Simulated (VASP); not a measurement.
# C in VASP: notebook

C is run at these levels: PBE+D3(BJ); tasks: single point.

Program: VASP 6.6.1. These are calculated values, not measurements. Logs are shortened: lines on timing, memory, paths and dates and some standing lists are left out, and cuts for length are marked.

## Step 1: The cell of the first run

The cell holds a sheet with vacuum, 14 atoms: a = 2.460 Å, b = 2.460 Å, c = 34.100 Å, α = 90.00°, β = 90.00°, γ = 120.00°.

## Step 2: Single point, PBE+D3(BJ)

Input file INCAR:

```
SYSTEM = C
ALGO = Normal ; EDIFF = 1E-6
ENCUT = 520 ; GGA = PE
GGA_COMPAT = .False. ; ISIF = 2
ISMEAR = -1 ; IVDW = 12
LASPH = .True. ; LCHARG = .True.
LELF = .True. ; LREAL = .False.
LVHAR = .True. ; LWAVE = .False.
NBANDS = 41 ; NELM = 120
NELMDL = -8 ; PREC = Accurate
SIGMA = 0.05
```

Input file KPOINTS:

```
k-points
0
Gamma
  18 18 1
  0 0 0
```

Input file POSCAR:

```
C
1.0
    2.4600000000      0.0000000000      0.0000000000
   -1.2300000000      2.1304224933      0.0000000000
    0.0000000000      0.0000000000     34.1000000000
C
14
Direct
    0.0000000000      0.0000000000      0.2052785924
    0.3333333333      0.6666666667      0.2052785924
    0.0000000000      0.0000000000      0.3035190616
    0.6666666667      0.3333333333      0.3035190616
    0.0000000000      0.0000000000      0.4017595308
    0.3333333333      0.6666666667      0.4017595308
    0.0000000000      0.0000000000      0.5000000000
    0.6666666667      0.3333333333      0.5000000000
    0.0000000000      0.0000000000      0.5982404692
    0.3333333333      0.6666666667      0.5982404692
    0.0000000000      0.0000000000      0.6964809384
    0.6666666667      0.3333333333      0.6964809384
    0.0000000000      0.0000000000      0.7947214076
    0.3333333333      0.6666666667      0.7947214076
```

Potentials or basis: VASP PAW PBE potentials, release 64 (C).

Command:

```bash
cat potpaw_PBE.64/C/POTCAR > POTCAR
mpirun -np 1 vasp_std > vasp.out
```

OUTCAR:

```text
SYSTEM = C
   EDIFF = 1E-6
   ENCUT = 520
   GGA = PE
   ISIF = 2
   ISMEAR = -1
   IVDW = 12
   LASPH = .True.
   LREAL = .False.
   NELM = 120
   NELMDL = -8
   PREC = Accurate
 IVDW          = 12

 ion  position               nearest neighbor table
   1  0.000  0.000  0.205-   2 1.42   2 1.42   2 1.42
   2  0.333  0.667  0.205-   1 1.42   1 1.42   1 1.42
   3  0.000  0.000  0.304-   4 1.42   4 1.42   4 1.42
   4  0.667  0.333  0.304-   3 1.42   3 1.42   3 1.42
   5  0.000  0.000  0.402-   6 1.42   6 1.42   6 1.42
   6  0.333  0.667  0.402-   5 1.42   5 1.42   5 1.42
   7  0.000  0.000  0.500-   8 1.42   8 1.42   8 1.42
   8  0.667  0.333  0.500-   7 1.42   7 1.42   7 1.42
   9  0.000  0.000  0.598-  10 1.42  10 1.42  10 1.42
  10  0.333  0.667  0.598-   9 1.42   9 1.42   9 1.42
  11  0.000  0.000  0.696-  12 1.42  12 1.42  12 1.42
  12  0.667  0.333  0.696-  11 1.42  11 1.42  11 1.42
  13  0.000  0.000  0.795-  14 1.42  14 1.42  14 1.42
  14  0.333  0.667  0.795-  13 1.42  13 1.42  13 1.42

  LATTYP: Found a hexagonal cell.
 ALAT       =     2.4600000000
 C/A-ratio  =    13.8617886179

  Lattice vectors:

 A1 = (   2.4600000000,   0.0000000000,   0.0000000000)
 A2 = (  -1.2300000000,   2.1304224933,   0.0000000000)
 A3 = (   0.0000000000,   0.0000000000,  34.1000000000)

Analysis of symmetry for initial positions (statically):
=====================================================================
 Subroutine PRICEL returns:
 Original cell was already a primitive cell.

 Routine SETGRP: Setting up the symmetry group for a
 hexagonal supercell.

 Subroutine GETGRP returns: Found 12 space group operations
 (whereof 12 operations were pure point group operations)
 out of a pool of 24 trial point group operations.

The static configuration has the point symmetry D_3h.

Analysis of symmetry for dynamics (positions and initial velocities):
=====================================================================
 Subroutine PRICEL returns:
 Original cell was already a primitive cell.

 Routine SETGRP: Setting up the symmetry group for a
 hexagonal supercell.

 Subroutine GETGRP returns: Found 12 space group operations
 (whereof 12 operations were pure point group operations)
 out of a pool of 24 trial point group operations.

The dynamic configuration has the point symmetry D_3h.

[... 133 lines left out ...]
   NELECT =      56.0000    total number of electrons
   NUPDOWN=      -1.0000    fix difference up-down
   EMIN   =  10.00;   EMAX   =-10.00  energy-range for DOS
   EFERMI =   0.00;   METHOD = LEGACY
   ISMEAR =    -1;   SIGMA  =   0.05  broadening in eV -4-tet -1-fermi 0-gaus
   EFERMI_NEDOS =   21; number of points for ismear=-14 and -15
   IALGO  =     38    algorithm
   IMIX   =      4    mixing-type and parameters
     AMIX     =   0.40;   BMIX     =  1.00
     AMIX_MAG =   1.60;   BMIX_MAG =  1.00
  volume/ion in A,a.u.               =      12.77        86.14
  Fermi-wavevector in a.u.,A,eV,Ry     =   1.111951  2.101283 16.822729  1.236436
  Thomas-Fermi vector in A             =   2.248520
   LORBIT       =      0    0 simple, 1 ext, 2 COOP (PROOUT), +10 PAW based schemes
   GGA     = PE    functional components
   LHFCALC =     F    Hartree Fock is set to
   AEXX    =    0.0000 exact exchange contribution
   IVDW    =    12    specifies the selected vdW correction
   LEPSILON=     F    determine dielectric tensor
   LRPA    =     F    only Hartree local field effects (RPA)
 non-spin polarized calculation
  energy-cutoff  :      520.00
  volume of cell :      178.71
 maximum number of plane-waves:      4874
   NGX =  9   NGY =  9   NGZ =127

 number of electron      55.9999983 magnetization

 Free energy of the ion-electron system (eV)
  ---------------------------------------------------
  ext. energy  EPLUGINS =         0.00000000
  ---------------------------------------------------
  free energy    TOTEN  =      -128.97433522 eV

  energy without entropy =     -128.97089332  energy(sigma->0) =     -128.97261427

 E-fermi :   1.9193     XC(G=0):  -7.3593

 val. band max:        1.9176838295   @ k =   0.3333   0.3333   0.0000
 cond. band min:       1.9197547791   @ k =   0.3333   0.3333   0.0000
 fundamental gap:      0.0020709496
 Fermi energy:         1.9192696706

 k-point     1 :       0.0000    0.0000    0.0000
  band No.  band energies     occupation
      1     -17.7698      2.00000
      2     -17.7414      2.00000
      3     -17.6940      2.00000
      4     -17.6366      2.00000
      5     -17.5782      2.00000
      6     -17.5272      2.00000
[... 1021 lines left out ...]
     39      10.6500      0.00000
     40      10.7336      0.00000

 [... further k-points ...]

 [bands above 40 left out]

------------------------ aborting loop because EDIFF is reached ----------------------------------------

 Edisp (eV)   -2.04406

 E8    (eV) :    -0.5878

  FORCE on cell =-STRESS in cart. coord.  units (eV):
  Direction    XX          YY          ZZ          XY          YZ          ZX
  --------------------------------------------------------------------------------------
  -------------------------------------------------------------------------------------
  Total       2.62592     2.62592     0.10303     0.00000     0.00000    -0.00000
  in kB      23.54166    23.54166     0.92365     0.00000     0.00000    -0.00000
  external pressure =       16.00 kB  Pullay stress =        0.00 kB

 VOLUME and BASIS-vectors are now :
 -----------------------------------------------------------------------------
  energy-cutoff  :      520.00
  volume of cell :      178.71
      direct lattice vectors                 reciprocal lattice vectors
     2.460000000  0.000000000  0.000000000     0.406504065  0.234695231  0.000000000
    -1.230000000  2.130422493  0.000000000     0.000000000  0.469390463  0.000000000
     0.000000000  0.000000000 34.100000000     0.000000000  0.000000000  0.029325513

 POSITION                                       TOTAL-FORCE (eV/Angst)
 -----------------------------------------------------------------------------------
      0.00000      0.00000      7.00000        -0.000000      0.000000      0.002058
     -0.00000      1.42028      7.00000        -0.000000      0.000000     -0.014334
      0.00000      0.00000     10.35000         0.000000      0.000000      0.000896
      1.23000      0.71014     10.35000        -0.000000      0.000000      0.003231
      0.00000      0.00000     13.70000         0.000000     -0.000000      0.001204
     -0.00000      1.42028     13.70000        -0.000000      0.000000      0.000097
      0.00000      0.00000     17.05000         0.000000      0.000000      0.000000
      1.23000      0.71014     17.05000         0.000000      0.000000      0.000000
      0.00000      0.00000     20.40000         0.000000     -0.000000     -0.001204
     -0.00000      1.42028     20.40000        -0.000000      0.000000     -0.000097
      0.00000      0.00000     23.75000         0.000000      0.000000     -0.000896
      1.23000      0.71014     23.75000        -0.000000      0.000000     -0.003231
      0.00000      0.00000     27.10000         0.000000      0.000000     -0.002058
     -0.00000      1.42028     27.10000        -0.000000      0.000000      0.014334
 -----------------------------------------------------------------------------------
    total drift:                                0.000000     -0.000000      0.000000

  FREE ENERGIE OF THE ION-ELECTRON SYSTEM (eV)
  ---------------------------------------------------
  free  energy   TOTEN  =      -131.0183913879 eV

  energy  without entropy=     -131.0149494887  energy(sigma->0) =     -131.01667044
```

OSZICAR:

```text
N       E                     dE             d eps       ncg     rms          rms(c)
DAV:   1     0.300465044893E+03    0.30047E+03   -0.27353E+04  3106   0.122E+03
DAV:   2    -0.109573499976E+03   -0.41004E+03   -0.39364E+03  4007   0.278E+02
DAV:   3    -0.136847450401E+03   -0.27274E+02   -0.26987E+02  3649   0.724E+01
[... 17 lines left out ...]
DAV:  21    -0.128974307761E+03   -0.25006E-04   -0.11488E-06  2993   0.464E-03    0.181E-03
DAV:  22    -0.128974322683E+03   -0.14922E-04   -0.48810E-07  2588   0.405E-03    0.918E-04
DAV:  23    -0.128974332378E+03   -0.96953E-05   -0.45922E-07  2580   0.259E-03    0.344E-04
DAV:  24    -0.128974334336E+03   -0.19575E-05   -0.64343E-08  2500   0.110E-03    0.115E-04
DAV:  25    -0.128974335224E+03   -0.88804E-06   -0.28262E-08  2404   0.590E-04
   1 F= -.13101839E+03 E0= -.13101667E+03  d E =-.344190E-02
```

It took 13 min on 1 thread of Oxide Virtual Turin-like, shared host; peak memory 0.34 GiB.

Results:

```yaml
Free_energy: -131.0184 eV
Largest_force: 0.014 eV/Å
Band_gap_on_the_k_mesh: zero (filled and empty bands touch)
Dispersion_energy_per_atom: -0.146 eV
```

Forces in eV/Å, atoms in the order of the input:
```
C    0.000  0.000  0.002
C    0.000  0.000 -0.014
C    0.000  0.000  0.001
C    0.000  0.000  0.003
C    0.000  0.000  0.001
C    0.000  0.000  0.000
C    0.000  0.000  0.000
C    0.000  0.000  0.000
C    0.000  0.000 -0.001
C    0.000  0.000  0.000
C    0.000  0.000 -0.001
C    0.000  0.000 -0.003
C    0.000  0.000 -0.002
C    0.000  0.000  0.014
```

Levels at points of the mesh, in eV from the Fermi level:
| k point | band 25 | band 26 | band 27 | band 28 | band 29 | band 30 | band 31 | band 32 |
| --- | --- | --- | --- | --- | --- | --- | --- | --- |
| (0.00, 0.00, 0.00) | -3.00 | -3.00 | -2.99 | -2.99 | 3.54 | 3.62 | 4.50 | 4.98 |
| (0.50, 0.00, 0.00) | -2.36 | -2.24 | -2.15 | -2.10 | 1.51 | 1.51 | 1.56 | 1.67 |

## Step 3: Single point, PBE+D3(BJ)

This run uses another cell than the first one.

Input file INCAR:

```
PREC = Accurate ; ENCUT = 520
EDIFF = 1E-6 ; ISMEAR = -1
SIGMA = 0.05 ; LREAL = False
LASPH = True ; NELM = 120
ALGO = Normal ; ISIF = 2
LWAVE = False ; LCHARG = False
GGA = PE ; IVDW = 12
NBANDS = 41 ; GGA_COMPAT = False
NELMDL = -8
```

Input file KPOINTS:

```
regular mesh
0
Gamma
  18 18 1
```

Input file POSCAR:

```
C
1.0
    2.4650906020      0.0000000000      0.0000000000
   -1.2325453010      2.1348310840      0.0000000000
    0.0000000000      0.0000000000     34.1000000000
C
14
Direct
    0.0000000000      0.0000000000      0.2028797438
    0.3333333333      0.6666666667      0.2028664671
    0.0000000000      0.0000000000      0.3021979989
    0.6666666667      0.3333333333      0.3021994903
    0.0000000000      0.0000000000      0.4011637115
    0.3333333333      0.6666666667      0.4011626987
    0.0000000000      0.0000000000      0.5000000000
    0.6666666667      0.3333333333      0.5000000000
    0.0000000000      0.0000000000      0.5988362885
    0.3333333333      0.6666666667      0.5988373013
    0.0000000000      0.0000000000      0.6978020011
    0.6666666667      0.3333333333      0.6978005097
    0.0000000000      0.0000000000      0.7971202562
    0.3333333333      0.6666666667      0.7971335329
```

Potentials or basis: VASP PAW PBE potentials, release 64 (C).

Command:

```bash
cat potpaw_PBE.64/C/POTCAR > POTCAR
mpirun -np 1 vasp_std > vasp.out
```

OUTCAR:

```text
PREC = Accurate
   ENCUT = 520
   EDIFF = 1E-6
   ISMEAR = -1
   LREAL = False
   LASPH = True
   NELM = 120
   ISIF = 2
   GGA = PE
   IVDW = 12
   NELMDL = -8
 IVDW          = 12

 ion  position               nearest neighbor table
   1  0.000  0.000  0.203-   2 1.42   2 1.42   2 1.42
   2  0.333  0.667  0.203-   1 1.42   1 1.42   1 1.42
   3  0.000  0.000  0.302-   4 1.42   4 1.42   4 1.42
   4  0.667  0.333  0.302-   3 1.42   3 1.42   3 1.42
   5  0.000  0.000  0.401-   6 1.42   6 1.42   6 1.42
   6  0.333  0.667  0.401-   5 1.42   5 1.42   5 1.42
[... 1275 lines left out ...]
  energy-cutoff  :      520.00
  volume of cell :      179.45
      direct lattice vectors                 reciprocal lattice vectors
     2.465090602  0.000000000  0.000000000     0.405664603  0.234210568  0.000000000
    -1.232545301  2.134831084  0.000000000     0.000000000  0.468421135  0.000000000
     0.000000000  0.000000000 34.100000000     0.000000000  0.000000000  0.029325513

 POSITION                                       TOTAL-FORCE (eV/Angst)
 -----------------------------------------------------------------------------------
      0.00000      0.00000      6.91820        -0.000000      0.000000     -0.000360
     -0.00000      1.42322      6.91775        -0.000000     -0.000000     -0.000112
      0.00000      0.00000     10.30495         0.000000     -0.000000     -0.000119
      1.23255      0.71161     10.30500        -0.000000     -0.000000     -0.000159
      0.00000      0.00000     13.67968         0.000000     -0.000000      0.000094
     -0.00000      1.42322     13.67965        -0.000000     -0.000000      0.000041
      0.00000      0.00000     17.05000         0.000000     -0.000000      0.000000
      1.23255      0.71161     17.05000        -0.000000     -0.000000      0.000000
      0.00000      0.00000     20.42032         0.000000     -0.000000     -0.000094
     -0.00000      1.42322     20.42035        -0.000000     -0.000000     -0.000041
      0.00000      0.00000     23.79505         0.000000     -0.000000      0.000119
      1.23255      0.71161     23.79500        -0.000000     -0.000000      0.000159
      0.00000      0.00000     27.18180        -0.000000      0.000000      0.000360
     -0.00000      1.42322     27.18225        -0.000000      0.000000      0.000112
 -----------------------------------------------------------------------------------
    total drift:                                0.000000     -0.000000      0.000000

  FREE ENERGIE OF THE ION-ELECTRON SYSTEM (eV)
  ---------------------------------------------------
  free  energy   TOTEN  =      -131.0261774009 eV

  energy  without entropy=     -131.0227199862  energy(sigma->0) =     -131.02444869
```

OSZICAR:

```text
N       E                     dE             d eps       ncg     rms          rms(c)
DAV:   1     0.299711177139E+03    0.29971E+03   -0.27224E+04  3050   0.121E+03
DAV:   2    -0.109299701749E+03   -0.40901E+03   -0.39190E+03  4040   0.276E+02
DAV:   3    -0.136733036845E+03   -0.27433E+02   -0.27185E+02  3611   0.727E+01
[... 17 lines left out ...]
DAV:  21    -0.129000698739E+03   -0.29349E-04   -0.12228E-06  3044   0.432E-03    0.175E-03
DAV:  22    -0.129000711408E+03   -0.12669E-04   -0.39578E-07  2612   0.347E-03    0.883E-04
DAV:  23    -0.129000719675E+03   -0.82669E-05   -0.39436E-07  2612   0.236E-03    0.298E-04
DAV:  24    -0.129000721275E+03   -0.16004E-05   -0.54072E-08  2588   0.103E-03    0.939E-05
DAV:  25    -0.129000722016E+03   -0.74043E-06   -0.23323E-08  2476   0.499E-04
   1 F= -.13102618E+03 E0= -.13102445E+03  d E =-.345741E-02
```

Run time: 13 min. Hardware: 1 thread of Oxide Virtual Turin-like, shared host; peak memory 0.34 GiB.

Results:

| Property | Result |
| --- | --- |
| Free energy | -131.0262 eV |
| Band gap on the k mesh | zero (filled and empty bands touch) |
| Dispersion energy per atom | -0.145 eV |
